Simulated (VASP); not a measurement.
# InAs (F-43m) in VASP: notebook, part 2 of 2

VASP 6.6.1. Earlier steps stand in the parts before.

**5. Relaxation of cell and atoms, HSE06**

This run uses another cell than the first one, of 28.50 Å³/atom.

File POSCAR:

```
InAs
1.0
    0.0000000000      3.0545916286      3.0545916286
    3.0545916286      0.0000000000      3.0545916286
    3.0545916286      3.0545916286      0.0000000000
In As
1 1
Direct
    0.0000000000      0.0000000000      0.0000000000
    0.2500000000      0.2500000000      0.2500000000
```

File INCAR.step1:

```
ALGO     = Normal         # electronic algorithm
EDIFF    = 1E-5           # SCF threshold, eV
ENCUT    = 600            # plane-wave cutoff, eV
GGA      = PE             # functional
ISMEAR   = -1             # smearing method
LASPH    = True           # aspherical terms in the spheres
LCHARG   = False          # write CHGCAR
LREAL    = False          # projectors in reciprocal space
LWAVE    = True           # write WAVECAR
NBANDS   = 16             # bands
NELM     = 80             # most SCF steps
PREC     = Accurate       # precision mode
SIGMA    = 0.02           # smearing width, eV
```

File INCAR.step2:

```
ALGO     = Normal         # electronic algorithm
EDIFF    = 1E-6           # SCF threshold, eV
EDIFFG   = -0.005         # ionic threshold
ENCUT    = 600            # plane-wave cutoff, eV
GGA      = PE             # functional
HFSCREEN = 0.2079         # screening, 1/A
IBRION   = 2              # ionic algorithm
ISIF     = 3              # what is computed and relaxed
ISMEAR   = -1             # smearing method
ISTART   = 1            
LASPH    = True           # aspherical terms in the spheres
LCHARG   = False          # write CHGCAR
LHFCALC  = True           # exact exchange
LREAL    = False          # projectors in reciprocal space
LWAVE    = False          # write WAVECAR
NELM     = 80             # most SCF steps
NSW      = 80             # ionic steps
PREC     = Accurate       # precision mode
PRECFOCK = Normal       
SIGMA    = 0.02           # smearing width, eV
```

File KPOINTS:

```
k-points
0
Gamma
  4 4 4
```

Potentials or basis: VASP PAW PBE potentials, release 64 (In_d, As).

Command:

```sh
$ cat potpaw_PBE.64/In_d/POTCAR potpaw_PBE.64/As/POTCAR > POTCAR
$ cp INCAR.step1 INCAR
$ mpirun -np 1 vasp_std > vasp.out
$ cp INCAR.step2 INCAR
$ mpirun -np 1 vasp_std > vasp.out
```

OUTCAR:

```text
EDIFF = 1E-6
   EDIFFG = -0.005
   ENCUT = 600
   GGA = PE
   HFSCREEN = 0.2079
   IBRION = 2
   ISIF = 3
   ISMEAR = -1
   ISTART = 1
   LASPH = True
   LHFCALC = True
   LREAL = False
   NELM = 80
   NSW = 80
   PREC = Accurate
   PRECFOCK = Normal

 ion  position               nearest neighbor table
   1  0.000  0.000  0.000-   2 2.65   2 2.65   2 2.65   2 2.65
   2  0.250  0.250  0.250-   1 2.65   1 2.65   1 2.65   1 2.65

  LATTYP: Found a face centered cubic cell.
 ALAT       =     6.1091832572

  Lattice vectors:

 A1 = (   0.0000000000,   3.0545916286,   3.0545916286)
 A2 = (   3.0545916286,   0.0000000000,   3.0545916286)
 A3 = (   3.0545916286,   3.0545916286,   0.0000000000)

Analysis of symmetry for initial positions (statically):
=====================================================================
 Subroutine PRICEL returns:
 Original cell was already a primitive cell.

 Routine SETGRP: Setting up the symmetry group for a
 face centered cubic supercell.

 Subroutine GETGRP returns: Found 24 space group operations
 (whereof 24 operations were pure point group operations)
 out of a pool of 48 trial point group operations.

The static configuration has the point symmetry T_d .

Analysis of symmetry for dynamics (positions and initial velocities):
=====================================================================
 Subroutine PRICEL returns:
 Original cell was already a primitive cell.

 Routine SETGRP: Setting up the symmetry group for a
 face centered cubic supercell.

 Subroutine GETGRP returns: Found 24 space group operations
 (whereof 24 operations were pure point group operations)
 out of a pool of 48 trial point group operations.

The dynamic configuration has the point symmetry T_d .

 Subroutine INISYM returns: Found 24 space group operations
 (whereof 24 operations are pure point group operations),
 and found     1 'primitive' translations

[... 98 lines left out ...]
  volume/ion in A,a.u.               =      28.50       192.33
  Fermi-wavevector in a.u.,A,eV,Ry     =   1.114814  2.106693 16.909468  1.242811
  Thomas-Fermi vector in A             =   2.251413
   LORBIT       =      0    0 simple, 1 ext, 2 COOP (PROOUT), +10 PAW based schemes
   GGA     = PE    functional components
   LHFCALC =     T    Hartree Fock is set to
   PRECFOCK=normal    Normal, Fast or Accurate (Low or Medium for compatibility)
   ENCUT4O =  -1.0   cutoff for four orbital integrals eV
   NKREDX  =     1    reduce k-point grid by
   NKREDY  =     1    reduce k-point grid by
   NKREDZ  =     1    reduce k-point grid by
   AEXX    =    0.2500 exact exchange contribution
   HFSCREEN=    0.2079 screening length (either q_TF or 0.3 A-1)
   HFSCREENC=   0.2079 screening length for correlation (either q_TF or 0.3 A-1)
   ENCUTFOCK=  -1.0 apply spherical cutoff to Coloumb kernel
   IVDW    =     0    specifies the selected vdW correction
   LEPSILON=     F    determine dielectric tensor
   LRPA    =     F    only Hartree local field effects (RPA)
 conjugate gradient relaxation of ions
 non-spin polarized calculation
  energy-cutoff  :      600.00
  volume of cell :       57.00
 maximum number of plane-waves:      1924
 NGX is ok and might be reduce to    36
  NGX = 28; NGY = 28; NGZ = 28

--------------------------------------- Ionic step        1  -------------------------------------------

 number of electron      18.0000002 magnetization

 Free energy of the ion-electron system (eV)
  ---------------------------------------------------
  ext. energy  EPLUGINS =         0.00000000
  ---------------------------------------------------
  free energy    TOTEN  =        -9.11106797 eV

  energy without entropy =       -9.11106686  energy(sigma->0) =       -9.11106741

------------------------ aborting loop because EDIFF is reached ----------------------------------------

  FORCE on cell =-STRESS in cart. coord.  units (eV):
  Direction    XX          YY          ZZ          XY          YZ          ZX
  --------------------------------------------------------------------------------------
  -------------------------------------------------------------------------------------
  Total       -0.0285058     -0.0285058     -0.0285058      0.0000000      0.0000000     -0.0000000
  in kB       -0.8012243     -0.8012243     -0.8012243      0.0000000      0.0000000     -0.0000000
  external PRESSURE =      -0.8012243 kB  Pullay stress =       0.0000000 kB
[... 131 lines left out ...]
--------------------------------------- Ionic step        5  -------------------------------------------

 number of electron      18.0000002 magnetization

 Free energy of the ion-electron system (eV)
  ---------------------------------------------------
  ext. energy  EPLUGINS =         0.00000000
  ---------------------------------------------------
  free energy    TOTEN  =        -9.11107154 eV

  energy without entropy =       -9.11107045  energy(sigma->0) =       -9.11107100

 E-fermi :   4.0270     XC(G=0):  -7.4604

 val. band max:        3.8160159313   @ k =   0.0000   0.0000   0.0000
 cond. band min:       4.2159676811   @ k =   0.0000   0.0000   0.0000
 fundamental gap:      0.3999517498
 Fermi energy:         4.0269784161

 k-point     1 :       0.0000    0.0000    0.0000
  band No.  band energies     occupation
      1     -12.2894      2.00000
      2     -12.2894      2.00000
      3     -12.2894      2.00000
      4     -12.1693      2.00000
      5     -12.1693      2.00000
      6      -8.9881      2.00000
      7       3.8160      1.99995
      8       3.8160      1.99995
      9       3.8160      1.99995
     10       4.2160      0.00016
     11       8.4683      0.00000
     12       8.4683      0.00000
     13       8.4683      0.00000
[... 139 lines left out ...]
  FREE ENERGIE OF THE ION-ELECTRON SYSTEM (eV)
  ---------------------------------------------------
  free  energy   TOTEN  =        -9.1110715362 eV

  energy  without entropy=       -9.1110704539  energy(sigma->0) =       -9.11107100

 reached required accuracy - stopping structural energy minimisation
```

OUTCAR.step1:

```text
EDIFF = 1E-5
   ENCUT = 600
   GGA = PE
   ISMEAR = -1
   LASPH = True
[... 354 lines left out ...]
      0.00000      0.00000      0.00000         0.000000      0.000000      0.000000
      1.52730      1.52730      1.52730        -0.000000     -0.000000     -0.000000
 -----------------------------------------------------------------------------------
    total drift:                               -0.000000     -0.000000     -0.000000

  FREE ENERGIE OF THE ION-ELECTRON SYSTEM (eV)
  ---------------------------------------------------
  free  energy   TOTEN  =        -7.5736866933 eV

  energy  without entropy=       -7.5724932291  energy(sigma->0) =       -7.57308996
```

OSZICAR.step1:

```text
N       E                     dE             d eps       ncg     rms          rms(c)
DAV:   1     0.125273720434E+03    0.12527E+03   -0.90052E+03   256   0.137E+03
DAV:   2     0.351610710377E+00   -0.12492E+03   -0.11882E+03   296   0.323E+02
DAV:   3    -0.763983669565E+01   -0.79914E+01   -0.79591E+01   328   0.751E+01
DAV:   4    -0.785809848025E+01   -0.21826E+00   -0.21820E+00   352   0.145E+01
DAV:   5    -0.786296590689E+01   -0.48674E-02   -0.48674E-02   328   0.173E+00    0.436E+00
DAV:   6    -0.759620294732E+01    0.26676E+00   -0.39574E-01   408   0.102E+01    0.243E+00
DAV:   7    -0.757088138295E+01    0.25322E-01   -0.12428E-01   360   0.294E+00    0.724E-01
DAV:   8    -0.757264591012E+01   -0.17645E-02   -0.13820E-02   336   0.132E+00    0.186E-01
DAV:   9    -0.757344039965E+01   -0.79449E-03   -0.11091E-03   304   0.284E-01    0.105E-01
DAV:  10    -0.757362853983E+01   -0.18814E-03   -0.19924E-04   336   0.190E-01    0.589E-02
DAV:  11    -0.757368576475E+01   -0.57225E-04   -0.13128E-04   288   0.114E-01    0.396E-02
DAV:  12    -0.757368669329E+01   -0.92854E-06   -0.58290E-06   248   0.248E-02
   1 F= -.75736867E+01 E0= -.75730900E+01  d E =-.119346E-02
```

It took 17 min on 1 thread of Intel Xeon 6975P-C (Granite Rapids), shared host; peak memory 0.33 GiB.

What came out:

| Property | Result |
| --- | --- |
| Free energy | -9.1111 eV |
| Relaxed volume | 28.49 Å³/atom |
| Relaxed cell | a = 4.319 Å, b = 4.319 Å, c = 4.319 Å, α = 60.00°, β = 60.00°, γ = 60.00° |
| Space group after relaxing (to 0.1 Å) | F-43m (No. 216) |
| Energy gained by relaxing | 0.0 meV/atom |
| Ionic steps | 5 |
| Pressure after relaxing | 0.0 GPa |
| Band gap on the k mesh | 0.40 eV |

Final structure:
```cif
data_structure
_symmetry_space_group_name_H-M 'P 1'
_symmetry_Int_Tables_number 1
_cell_length_a 4.3194
_cell_length_b 4.3194
_cell_length_c 4.3194
_cell_angle_alpha 60.000
_cell_angle_beta 60.000
_cell_angle_gamma 60.000
_cell_volume 56.99
loop_
_atom_site_label
_atom_site_type_symbol
_atom_site_fract_x
_atom_site_fract_y
_atom_site_fract_z
_atom_site_occupancy
In1 In 0.00000 0.00000 0.00000 1
As1 As 0.25000 0.25000 0.25000 1
```

Caveat: the k points lie up to 0.45 Å⁻¹ apart in the final cell; the PAW data sets were made with another functional, which shifts forces and pressure a little; spin-orbit coupling is left out, which moves the levels of the heavy elements.

**6. The runs side by side**

```csv
task,level,potentials or basis,cell,k mesh,cutoff (eV),grid for exact exchange (PRECFOCK),share of exact exchange,screening parameter,gap on the mesh (eV),pressure (GPa),relaxed volume (Å³/atom)
relaxation of cell and atoms,LDA,"VASP PAW LDA potentials, release 64 (In_d, As)","relaxed from a = 4.376 Å, angles 60.0°, 2 atoms",6 × 6 × 6,600,-,-,-,none,0.0,27.47
relaxation of cell and atoms,r2SCAN,"VASP PAW PBE potentials, release 64 (In_d, As)","relaxed from a = 4.376 Å, angles 60.0°, 2 atoms",6 × 6 × 6,600,-,-,-,0.07,0.0,28.52
single point,HSE06,"VASP PAW PBE potentials, release 64 (In_d, As)","a = 4.322 Å, angles 60.0°, 2 atoms",4 × 4 × 4,520,Normal,0.25,0.2079 1/Å,0.39,-0.2,-
relaxation of cell and atoms,HSE06,"VASP PAW PBE potentials, release 64 (In_d, As)","relaxed from a = 4.320 Å, angles 60.0°, 2 atoms",4 × 4 × 4,600,Normal,0.25,0.2079 1/Å,0.40,0.0,28.49
```

Alike in all rows: no spin polarisation; smearing fermi-dirac 0.02 eV.

Caveats: some runs use coarse meshes; spin-orbit coupling is left out, which moves the levels of the heavy elements; the PAW data sets were made with another functional, which shifts forces and pressure a little (at least some runs); semilocal functionals underestimate gaps, so a narrow gap can read as zero (at least some runs).

Absolute energies hang on the potentials; compare differences alone.
